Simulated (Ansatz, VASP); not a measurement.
# Hf in VASP and in Ansatz

```
Hf
1.0
     3.27137    0.00000    0.00000
    -1.63569    2.83309    0.00000
     0.00000    0.00000    4.86189
Hf
2
Cartesian
  0.0000 1.8887 1.2155
  1.6357 0.9444 3.6464
```

Change from the starting cell: z stretched by -4 % at fixed volume, PAW files.

Alike in both runs: task electric field gradients; functional PBE; k mesh 14 × 14 × 8; occupations fermi-dirac, width 0.05 eV; no spin polarisation.

```csv
,VASP,Ansatz
version,VASP 6.6.1,Ansatz 0.2.0
potentials or method,"VASP PAW PBE potentials, release 64 (Hf_pv)","PAW with Ansatz's default frozen-core files, scalar-relativistic"
plane-wave cutoff (eV),520,420
valence electrons in the cell,20,52
```

Ansatz gave:

| Item | Value |
| --- | --- |
| pressure (GPa) | 0.4 |
| traceless stress, the component that is largest in VASP (GPa) | 5.20 |
| size of Vzz on the site where it differs most (V/Å²) | 137.0 |

Problem. Estimate VASP's values.

Solution. Pressure (GPa): -0.1; traceless stress, the component that is largest in VASP (GPa): 5.14; size of Vzz on the site where it differs most (V/Å²): 125.4.

VASP's potentials hold 20 valence electrons a cell and Ansatz's 52, so a difference there can come from the potentials and not from the codes.

Neither program's run includes spin-orbit coupling.
